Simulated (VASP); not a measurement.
The system is TeMo5.

```
Te Mo
1.0
     5.06319    0.00000    0.00000
    -2.53160    4.38485    0.00000
     0.00000    0.00000    4.88207
Te Mo
1 5
Direct
  0.00000 0.00000 0.00000
  0.50000 0.00000 0.50000
  0.50000 0.50000 0.50000
  0.00000 0.50000 0.50000
  0.33333 0.66667 0.00000
  0.66667 0.33333 0.00000
```

```yaml
Program: VASP 6.6.1
Task: relaxation of cell and atoms
Functional: PBE
Potentials_or_basis: VASP PAW PBE potentials, release 64 (Te, Mo_sv)
Cutoff: 600 eV
k_mesh: 6 × 6 × 4
Occupations: gaussian, width 0.1 eV
Spin: no spin polarisation
```

At the start: pressure 1.2 GPa; volume 18.06 Å³/atom.

Question: Where does the relaxation end?

Answer: Over 5 steps the energy falls by 6.6 meV/atom and the volume is 18.19 Å³/atom (+0.7 %); space group P6/mmm (No. 191, to 0.05 Å).

Step by step:
```csv
step,energy change (eV),largest force (eV/Å),pressure (GPa),volume (Å³)
1,0.0000,0.0000,1.19,108.39
2,-0.0309,0.0000,-1.96,110.47
3,-0.0323,0.0000,-1.45,110.09
4,-0.0333,0.0000,1.72,108.26
5,-0.0396,0.0000,0.15,109.13
```

Final structure:
```cif
data_structure
_symmetry_space_group_name_H-M 'P 1'
_symmetry_Int_Tables_number 1
_cell_length_a 5.1302
_cell_length_b 5.1302
_cell_length_c 4.7881
_cell_angle_alpha 90.000
_cell_angle_beta 90.000
_cell_angle_gamma 120.000
_cell_volume 109.13
loop_
_atom_site_label
_atom_site_type_symbol
_atom_site_fract_x
_atom_site_fract_y
_atom_site_fract_z
_atom_site_occupancy
Te1 Te 0.00000 0.00000 0.00000 1
Mo1 Mo 0.50000 0.00000 0.50000 1
Mo2 Mo 0.50000 0.50000 0.50000 1
Mo3 Mo 0.00000 0.50000 0.50000 1
Mo4 Mo 0.33333 0.66667 0.00000 1
Mo5 Mo 0.66667 0.33333 0.00000 1
```
